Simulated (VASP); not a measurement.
# AgCl (Fm-3m) in VASP: notebook

AgCl is run at these levels: PBE; tasks: single point.

Everything below comes from runs of VASP 6.6.1. Logs are shortened: lines on timing, memory, paths and dates and some standing lists are left out, and cuts for length are marked.

### 1 The cell of the first run

The structure is cubic, space group Fm-3m (No. 225). The conventional cell has a = 5.378 Å, b = 5.378 Å, c = 5.378 Å, α = 90.00°, β = 90.00°, γ = 90.00°. Within 3.5 Å of Ag (site symmetry m-3m) lie 6 Cl at 2.69 Å. Cl (site symmetry m-3m) has 6 Ag at 2.69 Å within 3.5 Å.

### 2 Single point, PBE (volume scaled by 0.88)

Contents of INCAR:

```
SYSTEM = AgCl
  PREC = Accurate
  ENCUT = 520
  EDIFF = 1E-6
  ISMEAR = 0
  SIGMA = 0.02
  LREAL = .False.
  LASPH = .True.
  NELM = 80
  ALGO = Normal
  ISIF = 2
  LWAVE = .False.
  LCHARG = .True.
  GGA = PE
  LELF = .True.
  LVHAR = .True.
  NBANDS = 16
```

Contents of KPOINTS:

```
regular mesh
0
Gamma
  8 8 8
  0 0 0
```

Contents of POSCAR:

```
AgCl
1.0
    0.0000000000      2.6888435136      2.6888435136
    2.6888435136      0.0000000000      2.6888435136
    2.6888435136      2.6888435136      0.0000000000
Ag Cl
1 1
Direct
    0.0000000000      0.0000000000      0.0000000000
    0.5000000000      0.5000000000      0.5000000000
```

Potentials or basis: VASP PAW PBE potentials, release 64 (Ag, Cl).

Launch:

```
> cat potpaw_PBE.64/Ag/POTCAR potpaw_PBE.64/Cl/POTCAR > POTCAR
> mpirun -np 1 vasp_std > vasp.out
```

OUTCAR:

```text
SYSTEM = AgCl
   PREC = Accurate
   ENCUT = 520
   EDIFF = 1E-6
   ISMEAR = 0
   LREAL = .False.
   LASPH = .True.
   NELM = 80
   ISIF = 2
   GGA = PE

 ion  position               nearest neighbor table
   1  0.000  0.000  0.000-   2 2.69   2 2.69   2 2.69   2 2.69   2 2.69   2 2.69
   2  0.500  0.500  0.500-   1 2.69   1 2.69   1 2.69   1 2.69   1 2.69   1 2.69

  LATTYP: Found a face centered cubic cell.
 ALAT       =     5.3776870272

  Lattice vectors:

 A1 = (   0.0000000000,   2.6888435136,   2.6888435136)
 A2 = (   2.6888435136,   0.0000000000,   2.6888435136)
 A3 = (   2.6888435136,   2.6888435136,   0.0000000000)

Analysis of symmetry for initial positions (statically):
=====================================================================
 Subroutine PRICEL returns:
 Original cell was already a primitive cell.

 Routine SETGRP: Setting up the symmetry group for a
 face centered cubic supercell.

 Subroutine GETGRP returns: Found 48 space group operations
 (whereof 48 operations were pure point group operations)
 out of a pool of 48 trial point group operations.

The static configuration has the point symmetry O_h .

Analysis of symmetry for dynamics (positions and initial velocities):
=====================================================================
 Subroutine PRICEL returns:
 Original cell was already a primitive cell.

 Routine SETGRP: Setting up the symmetry group for a
 face centered cubic supercell.

 Subroutine GETGRP returns: Found 48 space group operations
 (whereof 48 operations were pure point group operations)
 out of a pool of 48 trial point group operations.

The dynamic configuration has the point symmetry O_h .

 Subroutine INISYM returns: Found 48 space group operations
 (whereof 48 operations are pure point group operations),
 and found     1 'primitive' translations

----------------------------------------------------------------------------------------

                                     Primitive cell

  volume of cell :      38.8800

  direct lattice vectors                    reciprocal lattice vectors
     0.000000000  2.688843514  2.688843514    -0.185953551  0.185953551  0.185953551
     2.688843514  0.000000000  2.688843514     0.185953551 -0.185953551  0.185953551
     2.688843514  2.688843514  0.000000000     0.185953551  0.185953551 -0.185953551

  length of vectors
     3.802598964  3.802598964  3.802598964     0.322080999  0.322080999  0.322080999

  position of ions in fractional coordinates (direct lattice)
     0.000000000  0.000000000  0.000000000
     0.500000000  0.500000000  0.500000000

  ion indices of the primitive-cell ions
   primitive index   ion index
                 1           1
                 2           2

----------------------------------------------------------------------------------------

 KPOINTS: regular mesh

Automatic generation of k-mesh.
 Grid dimensions read from file:
 generate k-points for:    8    8    8

 Generating k-lattice:

  Cartesian coordinates                     Fractional coordinates (reciprocal lattice)
    -0.023244194  0.023244194  0.023244194     0.125000000  0.000000000  0.000000000
     0.023244194 -0.023244194  0.023244194     0.000000000  0.125000000  0.000000000
     0.023244194  0.023244194 -0.023244194     0.000000000  0.000000000  0.125000000

  Length of vectors
     0.040260125  0.040260125  0.040260125

  Shift w.r.t. Gamma in fractional coordinates (k-lattice)
     0.000000000  0.000000000  0.000000000

 Subroutine IBZKPT returns following result:
 ===========================================

 Found     29 irreducible k-points:

 Following reciprocal coordinates:
            Coordinates               Weight
  0.000000  0.000000  0.000000      1.000000
  0.125000  0.000000  0.000000      8.000000
  0.250000  0.000000  0.000000      8.000000
  0.375000  0.000000  0.000000      8.000000
  0.500000  0.000000  0.000000      4.000000
  0.125000  0.125000  0.000000      6.000000
[... 16 lines left out ...]
  0.500000  0.250000  0.125000     48.000000
 -0.375000  0.250000  0.125000     24.000000
 [... further k-points ...]
   k-points           NKPTS =     29   k-points in BZ     NKDIM =     29   number of bands    NBANDS=     16
   number of dos      NEDOS =    301   number of ions     NIONS =      2
   total plane-waves  NPLWV =  21952
   dimension x,y,z NGX =    28 NGY =   28 NGZ =   28
   dimension x,y,z NGXF=    56 NGYF=   56 NGZF=   56
   ions per type =               1   1
   NGX,Y,Z   is equivalent  to a cutoff of  12.24, 12.24, 12.24 a.u.
   NGXF,Y,Z  is equivalent  to a cutoff of  24.48, 24.48, 24.48 a.u.
 SYSTEM =  AgCl
   PREC   = accura    normal or accurate (medium, high low for compatibility)
   ISTART =      0    job   : 0-new  1-cont  2-samecut
   ICHARG =      2    charge: 1-file 2-atom 10-const
   ISPIN  =      1    spin polarized calculation?
   LNONCOLLINEAR =      F non collinear calculations
   LSORBIT =      F    spin-orbit coupling
   LASPH  =      T    aspherical Exc in radial PAW
   ENCUT  =  520.0 eV  38.22 Ry    6.18 a.u.   7.07  7.07  7.07*2*pi/ulx,y,z
   NELM   =     80;   NELMIN=  2; NELMDL= -5     # of ELM steps
   EDIFF  = 0.1E-05   stopping-criterion for ELM
   LREAL  =      F    real-space projection
   EDIFFG = 0.1E-04   stopping-criterion for IOM
   NSW    =      0    number of steps for IOM
   IBRION =     -1    ionic relax: 0-MD 1-quasi-New 2-CG
   NFREE  =      0    steps in history (QN), initial steepest desc. (CG)
   ISIF   =      2    stress and relaxation
   ISYM   =      2    0-nonsym 1-usesym 2-fastsym
   POTIM  = 0.5000    time-step for ionic-motion
   TEBEG  =    0.0;   TEEND  =   0.0 temperature during run
   PSTRESS=    0.0 pullay stress
   NELECT =      18.0000    total number of electrons
   NUPDOWN=      -1.0000    fix difference up-down
   EMIN   =  10.00;   EMAX   =-10.00  energy-range for DOS
   EFERMI =   0.00;   METHOD = LEGACY
   ISMEAR =     0;   SIGMA  =   0.02  broadening in eV -4-tet -1-fermi 0-gaus
   EFERMI_NEDOS =   21; number of points for ismear=-14 and -15
   IALGO  =     38    algorithm
   IMIX   =      4    mixing-type and parameters
     AMIX     =   0.40;   BMIX     =  1.00
     AMIX_MAG =   1.60;   BMIX_MAG =  1.00
  volume/ion in A,a.u.               =      19.44       131.19
  Fermi-wavevector in a.u.,A,eV,Ry     =   1.266456  2.393255 21.822535  1.603911
  Thomas-Fermi vector in A             =   2.399656
   LORBIT       =      0    0 simple, 1 ext, 2 COOP (PROOUT), +10 PAW based schemes
   GGA     = PE    functional components
   LHFCALC =     F    Hartree Fock is set to
   AEXX    =    0.0000 exact exchange contribution
   IVDW    =     0    specifies the selected vdW correction
   LEPSILON=     F    determine dielectric tensor
   LRPA    =     F    only Hartree local field effects (RPA)
 non-spin polarized calculation
 Gauss-broadening in eV      SIGMA  =   0.02
  energy-cutoff  :      520.00
  volume of cell :       38.88
 maximum number of plane-waves:      1058
   NGX = 15   NGY = 15   NGZ = 15

 number of electron      18.0000007 magnetization

 Free energy of the ion-electron system (eV)
  ---------------------------------------------------
  ext. energy  EPLUGINS =         0.00000000
  ---------------------------------------------------
  free energy    TOTEN  =        -5.29513840 eV

  energy without entropy =       -5.29513840  energy(sigma->0) =       -5.29513840

 E-fermi :   5.1487     XC(G=0): -10.4588

 val. band max:        5.0544462606   @ k =   0.5000   0.0000   0.0000
 cond. band min:       5.9604983341   @ k =   0.0000   0.0000   0.0000
 fundamental gap:      0.9060520735
 Fermi energy:         5.1487481570

 k-point     1 :       0.0000    0.0000    0.0000
  band No.  band energies     occupation
      1     -10.7556      2.00000
      2       2.2016      2.00000
      3       2.2016      2.00000
      4       2.2016      2.00000
      5       2.2484      2.00000
      6       2.2484      2.00000
[... 8 lines left out ...]
     15      18.9351      0.00000
     16      18.9352      0.00000

 k-point     2 :       0.1250    0.0000    0.0000
  band No.  band energies     occupation
      1     -10.6788      2.00000
      2       1.3890      2.00000
      3       1.4562      2.00000
      4       1.4562      2.00000
      5       2.2694      2.00000
      6       2.2694      2.00000
[... 8 lines left out ...]
     15      17.2833      0.00000
     16      17.9825      0.00000

 k-point     3 :       0.2500    0.0000    0.0000
  band No.  band energies     occupation
      1     -10.4838      2.00000
      2       0.2238      2.00000
      3       0.8050      2.00000
      4       0.8050      2.00000
      5       2.4271      2.00000
      6       2.4271      2.00000
[... 8 lines left out ...]
     15      17.3722      0.00000
     16      17.9697      0.00000

 k-point     4 :       0.3750    0.0000    0.0000
  band No.  band energies     occupation
      1     -10.2729      2.00000
      2      -0.6659      2.00000
      3       0.3920      2.00000
      4       0.3920      2.00000
      5       2.5928      2.00000
      6       2.5928      2.00000
[... 8 lines left out ...]
     15      18.1850      0.00000
     16      18.3053      0.00000
[... 324 lines left out ...]
 k-point    22 :       0.3750    0.2500    0.1250
  band No.  band energies     occupation
      1     -10.3659      2.00000
      2      -0.2087      2.00000
      3       0.7138      2.00000
      4       1.0992      2.00000
      5       2.3149      2.00000
      6       2.5706      2.00000
[... 8 lines left out ...]
     15      19.3275      0.00000
     16      20.9067      0.00000

 k-point    23 :       0.5000    0.2500    0.1250
  band No.  band energies     occupation
      1     -10.2166      2.00000
      2      -0.4553      2.00000
      3       0.3808      2.00000
      4       0.6491      2.00000
      5       2.4675      2.00000
      6       2.6738      2.00000
[... 8 lines left out ...]
     15      19.5472      0.00000
     16      20.6374      0.00000

 k-point    24 :      -0.3750    0.2500    0.1250
  band No.  band energies     occupation
      1     -10.1525      2.00000
      2      -0.5332      2.00000
      3       0.3115      2.00000
      4       0.3786      2.00000
      5       2.5838      2.00000
      6       2.6634      2.00000
[... 8 lines left out ...]
     15      18.8062      0.00000
     16      20.3017      0.00000

 [... further k-points ...]

------------------------ aborting loop because EDIFF is reached ----------------------------------------

  FORCE on cell =-STRESS in cart. coord.  units (eV):
  Direction    XX          YY          ZZ          XY          YZ          ZX
  --------------------------------------------------------------------------------------
  -------------------------------------------------------------------------------------
  Total        1.7769286      1.7769286      1.7769286      0.0000000      0.0000000     -0.0000000
  in kB       73.2240905     73.2240905     73.2240905      0.0000000      0.0000000     -0.0000000
  external PRESSURE =      73.2240905 kB  Pullay stress =       0.0000000 kB

 VOLUME and BASIS-vectors are now :
 -----------------------------------------------------------------------------
  energy-cutoff  :      520.00
  volume of cell :       38.88
      direct lattice vectors                 reciprocal lattice vectors
     0.000000000  2.688843514  2.688843514    -0.185953551  0.185953551  0.185953551
     2.688843514  0.000000000  2.688843514     0.185953551 -0.185953551  0.185953551
     2.688843514  2.688843514  0.000000000     0.185953551  0.185953551 -0.185953551

 POSITION                                       TOTAL-FORCE (eV/Angst)
 -----------------------------------------------------------------------------------
      0.00000      0.00000      0.00000         0.000000      0.000000      0.000000
      2.68884      2.68884      2.68884        -0.000000     -0.000000     -0.000000
 -----------------------------------------------------------------------------------
    total drift:                                0.000000      0.000000      0.000000

  FREE ENERGIE OF THE ION-ELECTRON SYSTEM (eV)
  ---------------------------------------------------
  free  energy   TOTEN  =        -5.2951384015 eV

  energy  without entropy=       -5.2951384015  energy(sigma->0) =       -5.29513840
```

Run time: 7.4 s. Hardware: 1 thread of Intel Xeon 6975P-C (Granite Rapids), shared host; peak memory 0.16 GiB.

Results:

```
Free energy            : -5.2951 eV
Pressure               : 7.3 GPa
Band gap on the k mesh : 0.91 eV, indirect (least direct gap 3.51 eV)
```

 A k mesh can miss the band edges.

(Continued in part 2 of 2.)
